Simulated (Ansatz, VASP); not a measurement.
**One calculation of HgTe, two programs**

The input INCAR:

```
PREC = Accurate
ENCUT = 520
EDIFF = 1E-6
ISMEAR = -1
SIGMA = 0.05
LREAL = F
LASPH = T
NELM = 100
ALGO = Normal
ISIF = 2
LWAVE = F
LCHARG = F
GGA = PS
NBANDS = 16
```

The input KPOINTS:

```
regular mesh
0
Gamma
  5 5 5
```

Contents of POSCAR:

```
HgTe
1.0
    0.0000000000      3.2145000000      3.2145000000
    3.2145000000      0.0000000000      3.2145000000
    3.2145000000      3.2145000000      0.0000000000
Hg Te
1 1
Direct
    0.0000000000      0.0000000000      0.0000000000
    0.7500000000      0.7500000000      0.7500000000
```

input.yaml

```yaml
crystal:
  lattice:
    - [0.0, 3.2145, 3.2145]
    - [3.2145, 0.0, 3.2145]
    - [3.2145, 3.2145, 0.0]
  atoms:
    - { symbol: Hg, position: [0.0, 0.0, 0.0] }
    - { symbol: Te, position: [0.75, 0.75, 0.75] }
kpoints:
  mp_grid: { grid: [5, 5, 5] }
  band_path:
    path:
      - [0.0, 0.0, 0.0]
      - [0.5, 0.0, 0.5]
      - [0.5, 0.25, 0.75]
      - [0.375, 0.375, 0.75]
      - [0.0, 0.0, 0.0]
      - [0.5, 0.5, 0.5]
      - [0.625, 0.25, 0.625]
      - [0.5, 0.25, 0.75]
    npoints: 6
scf:
  occupations: { method: fermi_dirac, width: 0.05 }
hamiltonian:
  xc: pbesol
  pseudopotentials: { kind: all_electron, lapw: { basis_error: 0.001 } }
output:
  forces: true
  stress: true
  eigenvalues: true
```

Alike in both runs: functional PBEsol; k mesh 5 × 5 × 5; occupations fermi-dirac, width 0.05 eV; no spin polarisation.

```csv
,VASP,Ansatz
version,VASP 6.6.1,Ansatz 0.2.0
potentials or method,"VASP PAW PBE potentials, release 64 (Hg, Te), cutoff 520 eV","all-electron LAPW, scalar-relativistic"
task,single point,band structure
```

Ansatz gave:

```
gap on the k mesh at the Fermi level (eV) : none
pressure (GPa)                            : 1.9
```

Q: What did VASP give for the same quantities?

A: gap on the k mesh at the Fermi level (eV): none; pressure (GPa): 2.0.

VASP's potentials were made for PBE, not for PBEsol. A gap of «none» marks a metal or a gap that the smearing closes. Ansatz ran all-electron here, and VASP with PAW potentials.

Neither program's run includes spin-orbit coupling. Noted on Ansatz's run: the k mesh is thin for a metal, which can move the energy by tens of meV per atom.
